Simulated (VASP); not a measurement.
# TaAs3 (Pmmn) in VASP: further runs, part 2 of 2

VASP 6.6.1. The steps go on from the part before.

### 4 Relaxation of cell and atoms, PBE

INCAR

```
SYSTEM = TaAs3
  ALGO = Normal
  EDIFF = 1E-6
  EDIFFG = -0.04
  ENCUT = 600
  GGA = PE
  IBRION = 2
  ISIF = 3
  ISMEAR = 0
  LASPH = .True.
  LCHARG = .False.
  LREAL = .False.
  LWAVE = .False.
  NELM = 60
  NSW = 90
  PREC = Accurate
  SIGMA = 0.1
```

KPOINTS

```
k-points
0
Gamma
  4 4 4
  0 0 0
```

POSCAR

```
TaAs3
1.0
    4.8585371554      0.0000000000      0.0000000000
    0.0000000000      6.0435186658      0.0000000000
    0.0000000000      0.0000000000      5.1127038283
Ta As
2 6
Direct
    0.0000000000      0.0000000000      0.6700000000
    0.5000000000      0.5000000000      0.3300000000
    0.0000000000      0.2500000000      0.1670000000
    0.0000000000      0.7500000000      0.1670000000
    0.5000000000      0.7500000000      0.8330000000
    0.5000000000      0.2500000000      0.8330000000
    0.5000000000      0.0000000000      0.3300000000
    0.0000000000      0.5000000000      0.6700000000
```

Potentials or basis: VASP PAW PBE potentials, release 64 (Ta_pv, As).

Run with:

```sh
$ cat potpaw_PBE.64/Ta_pv/POTCAR potpaw_PBE.64/As/POTCAR > POTCAR
$ mpirun -np 1 vasp_std > vasp.out
```

OUTCAR:

```text
SYSTEM = TaAs3
   EDIFF = 1E-6
   EDIFFG = -0.04
   ENCUT = 600
   GGA = PE
   IBRION = 2
   ISIF = 3
   ISMEAR = 0
   LASPH = .True.
   LREAL = .False.
   NELM = 60
   NSW = 90
   PREC = Accurate

 ion  position               nearest neighbor table
   1  0.000  0.000  0.670-   3 2.96   4 2.96   5 2.98   6 2.98   5 2.98   6 2.98   3 2.98   4 2.98
                             7 2.99   7 2.99   8 3.02   8 3.02
   2  0.500  0.500  0.330-   5 2.96   6 2.96   3 2.98   4 2.98   3 2.98   4 2.98   5 2.98   6 2.98
                             8 2.99   8 2.99   7 3.02   7 3.02
   3  0.000  0.250  0.167-   1 2.96   2 2.98   2 2.98   1 2.98
   4  0.000  0.750  0.167-   1 2.96   2 2.98   2 2.98   1 2.98
   5  0.500  0.750  0.833-   2 2.96   1 2.98   1 2.98   2 2.98
   6  0.500  0.250  0.833-   2 2.96   1 2.98   1 2.98   2 2.98
   7  0.500  0.000  0.330-   1 2.99   1 2.99   2 3.02   2 3.02
   8  0.000  0.500  0.670-   2 2.99   2 2.99   1 3.02   1 3.02

[... 417 lines left out ...]
  ext. energy  EPLUGINS =         0.00000000
  ---------------------------------------------------
  free energy    TOTEN  =       -51.39025247 eV

  energy without entropy =      -51.36718869  energy(sigma->0) =      -51.37872058

 E-fermi :   6.2565     XC(G=0): -11.1301

 val. band max:        6.2477177750   @ k =   0.0000   0.0000   0.5000
 cond. band min:       6.2993553567   @ k =   0.0000   0.5000   0.2500
 fundamental gap:      0.0516375816
 Fermi energy:         6.2565149170

 k-point     1 :       0.0000    0.0000    0.0000
  band No.  band energies     occupation
      1     -28.5255      2.00000
      2     -28.5159      2.00000
      3     -28.5022      2.00000
      4     -28.4968      2.00000
      5     -28.4808      2.00000
      6     -28.4772      2.00000
[... 805 lines left out ...]
     30       8.2788      0.00000
     31       8.8483      0.00000

 [... further k-points ...]
[... 5 lines left out ...]
  --------------------------------------------------------------------------------------
  -------------------------------------------------------------------------------------
  Total       -0.0747458      0.2682421      0.1765628      0.0000000      0.0000000      0.0000000
  in kB       -0.7995797      2.8694723      1.8887489      0.0000000      0.0000000      0.0000000
  external PRESSURE =       1.3195472 kB  Pullay stress =       0.0000000 kB
[... 23 lines left out ...]
  FREE ENERGIE OF THE ION-ELECTRON SYSTEM (eV)
  ---------------------------------------------------
  free  energy   TOTEN  =       -51.3902524706 eV

  energy  without entropy=      -51.3671886880  energy(sigma->0) =      -51.37872058

 reached required accuracy - stopping structural energy minimisation
```

OSZICAR:

```text
N       E                     dE             d eps       ncg     rms          rms(c)
DAV:   1     0.366142816347E+03    0.36614E+03   -0.26969E+04  1674   0.171E+03
DAV:   2    -0.238483553162E+02   -0.38999E+03   -0.38198E+03  1903   0.357E+02
DAV:   3    -0.512113019535E+02   -0.27363E+02   -0.26683E+02  2221   0.741E+01
[... 363 lines left out ...]
  38 F= -.51390242E+02 E0= -.51378667E+02  d E =-.369581E-02
       N       E                     dE             d eps       ncg     rms          rms(c)
DAV:   1    -0.513902343955E+02    0.70566E-05   -0.39389E-03  1695   0.366E-01    0.186E-02
DAV:   2    -0.513902537975E+02   -0.19402E-04   -0.27448E-04  1971   0.945E-02    0.907E-03
DAV:   3    -0.513902526505E+02    0.11470E-05   -0.72392E-06  2044   0.144E-02    0.429E-03
DAV:   4    -0.513902524706E+02    0.17986E-06   -0.11861E-06  1243   0.535E-03
  39 F= -.51390252E+02 E0= -.51378721E+02  d E =-.370666E-02
```

Wall time 56 min (1 thread of Intel Xeon Platinum 8259CL at 2.50GHz (Skylake/Cascade Lake), shared host); peak memory 0.37 GiB.

Results:

| Item | Value |
| --- | --- |
| Free energy | -51.3903 eV |
| Relaxed volume | 18.72 Å³/atom |
| Relaxed cell | a = 4.464 Å, b = 5.181 Å, c = 6.476 Å, α = 90.00°, β = 90.00°, γ = 90.00° |
| Space group after relaxing (to 0.05 Å) | Pmmn (No. 59) |
| Energy gained by relaxing | 235.4 meV/atom |
| Ionic steps | 39 |
| Pressure after relaxing | 0.1 GPa |
| Largest force after relaxing | 0.036 eV/Å |
| Band gap on the k mesh | zero (band 26 reaches 6.66 eV, above the bottom of band 27 at 5.89 eV) |

Forces on the atoms (eV/Å):
```
Ta   0.000  0.000  0.036
Ta   0.000  0.000 -0.036
As   0.000 -0.013 -0.030
As   0.000  0.013 -0.030
As   0.000 -0.013  0.030
As   0.000  0.013  0.030
As   0.000  0.000 -0.006
As   0.000  0.000  0.006
```

Step by step:
```csv
step,energy change (eV),largest force (eV/Å),pressure (GPa),volume (Å³)
1,0.0000,1.4668,-6.04,150.12
2,-0.3581,1.1068,6.43,135.24
3,-0.3925,1.2192,3.11,138.35
4,-0.6594,0.7196,2.46,139.62
5,-0.7402,0.4345,2.66,140.65
6,-0.7817,0.2905,-3.29,147.69
7,-0.8065,0.2889,-1.17,144.93
8,-0.8363,0.1893,-0.23,143.79
9,-0.8404,0.1714,0.31,143.19
10,-0.8728,0.2104,0.58,143.05
11,-1.0050,0.4391,1.78,142.54
12,-1.1575,0.5197,5.79,141.14
13,-1.1663,0.4415,4.81,141.44
14,-1.1752,0.4369,4.76,141.62
15,-1.1980,0.4284,4.61,142.13
16,-1.2259,0.6144,4.39,143.14
17,-1.2279,1.0671,4.28,145.09
18,-1.2744,1.0111,3.30,146.40
19,-1.3858,0.8920,0.51,150.33
20,-1.4381,0.7216,-4.14,158.25
21,-1.4511,0.7764,-2.77,155.68
22,-1.5312,0.6913,-2.79,155.92
23,-1.6496,0.6436,-2.66,156.36
24,-1.6664,0.7113,-2.49,156.50
25,-1.7510,0.6191,-1.01,153.81
26,-1.8054,0.4645,1.71,149.61
27,-1.8554,0.2121,0.35,150.53
28,-1.8631,0.1265,-0.43,151.12
29,-1.8631,0.1258,-0.39,151.08
30,-1.8689,0.1127,-0.14,150.59
31,-1.8729,0.0915,0.30,149.77
32,-1.8750,0.0618,-0.09,150.18
33,-1.8753,0.0765,-0.36,150.50
34,-1.8769,0.0873,-0.30,150.37
35,-1.8795,0.1199,-0.03,149.99
36,-1.8797,0.1315,0.07,149.86
37,-1.8822,0.0918,0.09,149.82
38,-1.8834,0.0409,0.13,149.78
39,-1.8834,0.0356,0.13,149.77
```

Final structure:
```
Ta As
1.0
     4.46380    0.00000    0.00000
     0.00000    5.18141    0.00000
     0.00000    0.00000    6.47564
Ta As
2 6
Direct
  0.00000 0.00000 0.73626
  0.50000 0.50000 0.26374
  0.00000 0.24456 0.13297
  0.00000 0.75544 0.13297
  0.50000 0.74456 0.86703
  0.50000 0.25544 0.86703
  0.50000 0.00000 0.44831
  0.00000 0.50000 0.55169
```

Caveat: spin-orbit coupling is left out, which moves the levels of the heavy elements.

### 5 Single point, PBE

This run uses another cell than the first one, of 18.70 Å³/atom, 0.997 times its volume.

INCAR

```
SYSTEM = TaAs3
PREC = Accurate
ENCUT = 520
EDIFF = 1E-6
ISMEAR = 0
SIGMA = 0.1
LREAL = .False.
LASPH = .True.
NELM = 80
ALGO = Normal
ISIF = 2
LWAVE = .False.
LCHARG = .True.
GGA = PE
LELF = .True.
LVHAR = .True.
NBANDS = 36
```

KPOINTS

```
regular mesh
0
Gamma
  8 8 6
  0 0 0
```

POSCAR

```
TaAs3
1.0
    4.4459932889      0.0000000000      0.0000000000
    0.0000000000      5.1134382395      0.0000000000
    0.0000000000      0.0000000000      6.5804856602
Ta As
2 6
Direct
    0.0000000000      0.0000000000      0.7356569942
    0.5000000000      0.5000000000      0.2643430058
    0.0000000000      0.2401258582      0.1372459643
    0.0000000000      0.7598741418      0.1372459643
    0.5000000000      0.7401258582      0.8627540357
    0.5000000000      0.2598741418      0.8627540357
    0.5000000000      0.0000000000      0.4540449006
    0.0000000000      0.5000000000      0.5459550994
```

Run with:

```sh
$ cat potpaw_PBE.64/Ta_pv/POTCAR potpaw_PBE.64/As/POTCAR > POTCAR
$ mpirun -np 1 vasp_std > vasp.out
```

Wall time 7 min (1 thread of Intel Xeon Platinum 8259CL at 2.50GHz (Skylake/Cascade Lake), shared host); peak memory 0.55 GiB.

The run converged. Its results:

```yaml
Free_energy: -51.5115 eV
Pressure: 0.3 GPa
Largest_force: 0.016 eV/Å
Band_gap_on_the_k_mesh: zero (band 26 reaches 6.69 eV, above the bottom of band 27 at 5.82 eV)
```

Forces in eV/Å, atoms in the order of the input:
```
Ta   0.000  0.000 -0.011
Ta   0.000  0.000  0.011
As   0.000  0.015  0.004
As   0.000 -0.015  0.004
As   0.000  0.015 -0.004
As   0.000 -0.015 -0.004
As   0.000  0.000 -0.003
As   0.000  0.000  0.003
```

Stress tensor (GPa, compression positive):
```
0.23 0.00 0.00
0.00 0.38 0.00
0.00 0.00 0.19
```

Levels at points of the mesh, in eV from the Fermi level:
```tsv
k point	band 24	band 25	band 26	band 27	band 28	band 29
(0.00, 0.00, 0.00)	-0.76	0.29	0.46	0.59	1.13	1.26
(0.50, 0.00, 0.00)	-1.28	-0.48	-0.48	1.62	1.62	1.66
(0.00, 0.50, 0.00)	-1.01	-0.45	-0.45	0.16	0.16	1.13
(0.50, 0.50, 0.00)	-0.91	0.12	0.12	0.64	0.64	1.75
(0.00, 0.00, 0.50)	-1.18	-1.05	-0.11	0.08	0.23	0.47
(0.50, 0.00, 0.50)	-1.72	-0.80	-0.80	1.45	1.45	2.27
(0.00, 0.50, 0.50)	-0.98	-0.74	-0.74	0.28	0.28	1.65
(0.50, 0.50, 0.50)	-1.02	-0.63	-0.63	-0.01	-0.01	2.13
```

Caveat: spin-orbit coupling is left out, which moves the levels of the heavy elements.

### 6 Overview

```tsv
task	cell	k mesh	cutoff (eV)	gap on the mesh (eV)	pressure (GPa)	largest force (eV/Å)
single point	a = 4.859, b = 6.044, c = 5.113 Å, 8 atoms	4 × 4 × 4	520	none	-6.0	1.47
single point	a = 4.454, b = 5.180, c = 6.488 Å, 8 atoms	4 × 4 × 4	520	none	0.2	0.03
relaxation of cell and atoms	relaxed from a = 4.859, b = 6.044, c = 5.113 Å, 8 atoms	4 × 4 × 4	600	none	0.1	0.04
single point	a = 4.446, b = 5.113, c = 6.580 Å, 8 atoms	8 × 8 × 6	520	none	0.3	0.02
```

Alike in all rows: level PBE; potentials or basis VASP PAW PBE potentials, release 64 (Ta_pv, As); no spin polarisation; smearing gaussian 0.1 eV.

Caveats: spin-orbit coupling is left out, which moves the levels of the heavy elements; forces of over 1 eV/Å act on the atoms, so gaps and moduli don't describe the material at rest (some runs).

Total energies depend on the potentials used, so only differences within one code and one set of settings carry meaning.
